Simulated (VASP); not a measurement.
# ZnS: single point with PBE

The system is ZnS.

```
CELL_PARAMETERS angstrom
3.84773 0.00000 0.00000
-1.92387 3.33224 0.00000
0.00000 0.00000 15.73230
ATOMIC_POSITIONS crystal
Zn 0.00000 0.00000 0.00018
Zn 0.33333 0.66667 0.20022
Zn 0.66667 0.33333 0.39997
Zn 0.00000 0.00000 0.59975
Zn 0.33333 0.66667 0.79981
S 0.00000 0.00000 0.15034
S 0.33333 0.66667 0.35012
S 0.66667 0.33333 0.54992
S 0.00000 0.00000 0.74968
S 0.33333 0.66667 0.95000
```

- Program: VASP 6.6.1
- Task: single point
- Functional: PBE
- Potentials or basis: VASP PAW PBE potentials, release 64 (Zn, S)
- Cutoff: 520 eV
- k mesh: 12 × 12 × 3
- Occupations: gaussian, width 0.02 eV
- Spin: no spin polarisation
- Dipole correction: no
- Further INCAR settings: ALGO = Normal; EDIFF = 1e-06; NBANDS = 56

| Property | Result |
| --- | --- |
| Pressure | 0.2 GPa |
| Largest force | 0.008 eV/Å |
| Band gap on the k mesh | 2.04 eV |

Forces on the atoms (eV/Å):
```
Zn   0.000  0.000  0.007
Zn   0.000  0.000  0.008
Zn   0.000  0.000  0.008
Zn   0.000  0.000  0.008
Zn   0.000  0.000  0.007
S    0.000  0.000 -0.008
S    0.000  0.000 -0.008
S    0.000  0.000 -0.008
S    0.000  0.000 -0.007
S    0.000  0.000 -0.007
```

Levels at points of the mesh, in eV from the valence-band top:
```csv
k point,band 41,band 42,band 43,band 44,band 45,band 46,band 47,band 48,band 49,band 50
"(0.00, 0.00, 0.00)",-0.32,-0.32,-0.03,0.00,0.00,2.04,3.17,3.30,3.34,3.38
"(0.50, 0.00, 0.00)",-1.73,-1.49,-1.04,-0.99,-0.98,3.31,3.59,3.81,4.01,4.21
```

It took 11 min on 1 thread of Intel(R) Xeon(R) Platinum 8488C (Sapphire Rapids), on a shared host, peak memory 0.56 GiB.

Caveat: an odd mesh through Γ misses points on the zone boundary, where band edges can lie.
